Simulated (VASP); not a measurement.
A run of VASP 6.6.1:

Contents of POSCAR:

```
AgBr
1.0
    0.0000000000     -2.8923505660     -2.8923505660
    2.8923505660      0.0000000000     -2.8923505660
    2.8923505660     -2.8923505660      0.0000000000
Ag Br
1 1
Direct
    0.0000000000      0.0000000000      0.0000000000
    0.5000000000      0.5000000000      0.5000000000
```

The input INCAR.step1:

```
PREC = Accurate
ENCUT = 550
ISMEAR = 0
SIGMA = 0.02
LREAL = F
LASPH = T
NELM = 120
NBANDS = 16
GGA = PE
ALGO = Normal
EDIFF = 1E-5
LWAVE = T
LCHARG = F
GGA_COMPAT = F
```

The input INCAR.step2:

```
PREC = Accurate
ENCUT = 550
EDIFF = 1E-6
ISMEAR = 0
SIGMA = 0.02
LREAL = F
LASPH = T
NELM = 120
ALGO = Normal
ISIF = 2
LWAVE = F
LCHARG = F
METAGGA = R2SCAN
LMIXTAU = T
NBANDS = 16
ISTART = 1
GGA_COMPAT = F
```

Contents of KPOINTS:

```
regular mesh
0
Gamma
  8 8 8
```

Potentials or basis: VASP PAW PBE potentials, release 64 (Ag, Br).

The run is started by

```sh
$ cat potpaw_PBE.64/Ag/POTCAR potpaw_PBE.64/Br/POTCAR > POTCAR
$ cp INCAR.step1 INCAR
$ mpirun -np 1 vasp_std > vasp.out
$ cp INCAR.step2 INCAR
$ mpirun -np 1 vasp_std > vasp.out
```

Hardware: 1 thread of Intel(R) Xeon(R) Platinum 8259CL CPU @ 2.50GHz (Skylake/Cascade Lake), on a shared host.

Problem. Estimate the wall time of this run.

Solution. Wall time 90 s on 1 thread of Intel(R) Xeon(R) Platinum 8259CL CPU @ 2.50GHz (Skylake/Cascade Lake), on a shared host, peak memory 0.2 GiB. Counts: k points 29.
